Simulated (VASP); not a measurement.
The system is SiC (Moissanite).

```xyz
4
Lattice="3.0920 0.0000 0.0000 -1.5460 2.6777 0.0000 0.0000 0.0000 5.0738" Properties=species:S:1:pos:R:3 pbc="T T T"
Si    0.0000    1.7852    0.0232
Si    1.5460    0.8926    2.5600
C     0.0000    1.7852    1.9302
C     1.5460    0.8926    4.4671
```

| Quantity | Value |
| --- | --- |
| Program | VASP 6.6.1 |
| Task | relaxation of cell and atoms |
| Functional | LDA |
| Potentials or basis | VASP PAW LDA potentials, release 64 (Si, C) |
| Cutoff | 600 eV |
| k mesh | 12 × 12 × 6 |
| Occupations | gaussian, width 0.02 eV |
| Spin | no spin polarisation |

At the start: pressure -7.2 GPa; volume 10.50 Å³/atom.

Q: Where does the relaxation end?

A: Over 6 steps the energy falls by 8.0 meV/atom and the volume is 10.15 Å³/atom (-3.3 %); space group P6_3mc (No. 186, to 0.05 Å).

The path:
```tsv
step	energy change (eV)	largest force (eV/Å)	pressure (GPa)	volume (Å³)
1	0.0000	0.0013	-7.22	42.01
2	0.0058	0.0226	8.78	39.19
3	-0.0322	0.0093	-0.05	40.63
4	-0.0322	0.0095	0.10	40.60
5	-0.0322	0.0102	-0.09	40.64
6	-0.0322	0.0000	0.01	40.62
```

Final structure:
```yaml
crystal:
  lattice:
    - [3.05735, 0.00000, 0.00000]
    - [-1.52868, 2.64774, 0.00000]
    - [0.00000, 0.00000, 5.01765]
  atoms:
    - { symbol: Si, position: [0.33333, 0.66667, 0.00460] }
    - { symbol: Si, position: [0.66667, 0.33333, 0.50460] }
    - { symbol: C, position: [0.33333, 0.66667, 0.38040] }
    - { symbol: C, position: [0.66667, 0.33333, 0.88040] }
```
